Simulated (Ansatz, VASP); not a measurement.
CoO in VASP and in Ansatz

The input INCAR:

```
PREC = Accurate
ENCUT = 520
EDIFF = 1E-7
ISMEAR = 0
SIGMA = 0.1
LREAL = False
LASPH = True
NELM = 150
ALGO = Normal
ISIF = 2
LWAVE = False
LCHARG = False
ISPIN = 2
MAGMOM = -3 3 0 0
LORBIT = 11
LMAXMIX = 4
LDAU = True
LDAUTYPE = 2
LDAUL = 2 -1
LDAUU = 3.32 0
LDAUJ = 0 0
LDAUPRINT = 1
GGA = PE
NBANDS = 27
```

Contents of KPOINTS:

```
Automatic mesh
0
Gamma
  6 6 4
```

POSCAR

```
CoO
1.0
    3.1976457435      0.0000000000      0.0000000000
   -1.5988228718      2.7692424462      0.0000000000
    0.0000000000      0.0000000000      5.2287097100
Co O
2 2
Direct
    0.0000000000      0.0000000000      0.0034741400
    0.3333333300      0.6666666700      0.5033624100
    0.0000000000      0.0000000000      0.3716088500
    0.3333333300      0.6666666700      0.8715556000
```

Input for Ansatz:

```yaml
crystal:
  lattice:
    - [3.1976457435, 0.0, 0.0]
    - [-1.5988228718, 2.7692424462, 0.0]
    - [0.0, 0.0, 5.22870971]
  atoms:
    - { symbol: Co, position: [0.0, 0.0, 0.00347414], spin: -3.0 }
    - { symbol: Co, position: [0.33333333, 0.66666667, 0.50336241], spin: 3.0 }
    - { symbol: O, position: [0.0, 0.0, 0.37160885] }
    - { symbol: O, position: [0.33333333, 0.66666667, 0.8715556] }
basis:
  ecutwfc: 420
kpoints:
  mp_grid: { grid: [6, 6, 4] }
hamiltonian:
  xc: pbe
  hubbard: { sites: [{ species: Co, l: d, u_eff: 3.32 }] }
scf:
  occupations: { method: gaussian, width: 0.1 }
  lower_state_search: "off"
output:
  forces: true
  stress: true
  eigenvalues: true
  populations: true
magnetization:
  spin_polarized: true
```

Alike in both runs: task single point; functional PBE; k mesh 6 × 6 × 4; occupations gaussian, width 0.1 eV; collinear spin; Hubbard terms Co d U = 3.32 eV.

|  | VASP | Ansatz |
| --- | --- | --- |
| version | VASP 6.6.1 | Ansatz 0.2.0 |
| potentials or method | VASP PAW PBE potentials, release 64 (Co, O), cutoff 520 eV | scalar-relativistic, plane waves, PAW |
| valence electrons in the cell | 30 | 46 |

```csv
,VASP,Ansatz,Ansatz less VASP
gap on the k mesh at the Fermi level (eV),1.21,1.13,-0.081
least direct gap on the mesh (eV),1.31,1.23,-0.079
pressure (GPa),7.6,9.7,+2.16
"traceless stress, the component that is largest in VASP (GPa)",0.21,0.41,+0.197
rms of the force components (eV/Å),0.078,0.071,-0.0066
net moment per atom (μB),0.00,0.00,0.000
size of the moment on the site where the two differ most (μB),2.62,2.37,-0.256
```

Site moments also hang on the region over which each program counts them. The programs project onto different local orbitals, so the same U acts differently, and such runs can settle in different states. Atom by atom the forces differ by 0.007 eV/Å (rms over components). VASP's potentials hold 30 valence electrons a cell and Ansatz's 46, so a difference there can come from the potentials and not from the codes.
